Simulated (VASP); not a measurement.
Crystal: Ta2Sn.

```
Ta Sn
1.0
    -1.79742    1.79742    4.40929
     1.79742   -1.79742    4.40929
     1.79742    1.79742   -4.40929
Ta Sn
2 1
Cartesian
  0.0000 0.0000 5.8644
  0.0000 0.0000 2.9542
  0.0000 0.0000 0.0000
```

```yaml
Program: VASP 6.6.1
Task: relaxation of cell and atoms
Functional: PBE
Potentials_or_basis: VASP PAW PBE potentials, release 64 (Ta_pv, Sn_d)
Cutoff: 600 eV
k_mesh: 6 × 6 × 6
Occupations: gaussian, width 0.1 eV
Spin: no spin polarisation
```

At the start: pressure 3.3 GPa; volume 18.99 Å³/atom.

Problem. Where does the relaxation end?

Solution. Over 7 steps the energy falls by 42.0 meV/atom and the volume is 19.32 Å³/atom (+1.7 %); space group I4/mmm (No. 139, to 0.1 Å) before and after.

The path:
```tsv
step	energy change (eV)	largest force (eV/Å)	pressure (GPa)	volume (Å³)
1	0.0000	1.2673	3.29	56.98
2	-0.0762	0.2636	-6.22	60.23
3	-0.0931	0.4989	-3.70	59.20
4	-0.1120	0.1954	3.30	56.89
5	-0.1259	0.0319	0.30	57.79
6	-0.1259	0.0402	0.22	57.82
7	-0.1261	0.0108	-0.12	57.95
```

Final structure:
```cif
data_structure
_symmetry_space_group_name_H-M 'P 1'
_symmetry_Int_Tables_number 1
_cell_length_a 5.2084
_cell_length_b 5.2084
_cell_length_c 5.2084
_cell_angle_alpha 139.964
_cell_angle_beta 139.964
_cell_angle_gamma 57.908
_cell_volume 57.95
loop_
_atom_site_label
_atom_site_type_symbol
_atom_site_fract_x
_atom_site_fract_y
_atom_site_fract_z
_atom_site_occupancy
Ta1 Ta 0.67323 0.67323 0.00000 1
Ta2 Ta 0.32677 0.32677 0.00000 1
Sn1 Sn 0.00000 0.00000 0.00000 1
```
